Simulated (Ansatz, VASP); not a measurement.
**Ir in VASP and in Ansatz**

```
Ir
1.0
     2.67596    0.00000    0.00000
    -1.33798    2.31745    0.00000
     0.00000    0.00000    4.33997
Ir
2
Direct
  0.66667 0.33333 0.75000
  0.33333 0.66667 0.25000
```

Alike in both runs: task single point; functional PBEsol; k mesh 12 × 12 × 7; no spin polarisation.

```csv
,VASP,Ansatz
version,VASP 6.6.1,Ansatz 0.2.0
potentials or method,"VASP PAW PBE potentials, release 64 (Ir), cutoff 520 eV","plane waves, PAW"
occupations,"fermi-dirac, width 0.1 eV",fermi-dirac
valence electrons in the cell,18,34
```

```csv
,VASP,Ansatz,Ansatz less VASP
pressure (GPa),22.1,20.6,-1.48
"traceless stress, the component that is largest in VASP (GPa)",1.04,1.00,-0.040
```

VASP's potentials were made for PBE, not for PBEsol. VASP's potentials hold 18 valence electrons a cell and Ansatz's 34, so a difference there can come from the potentials and not from the codes. Ansatz's warnings: structure snapped to symmetry.

Neither program's run includes spin-orbit coupling.
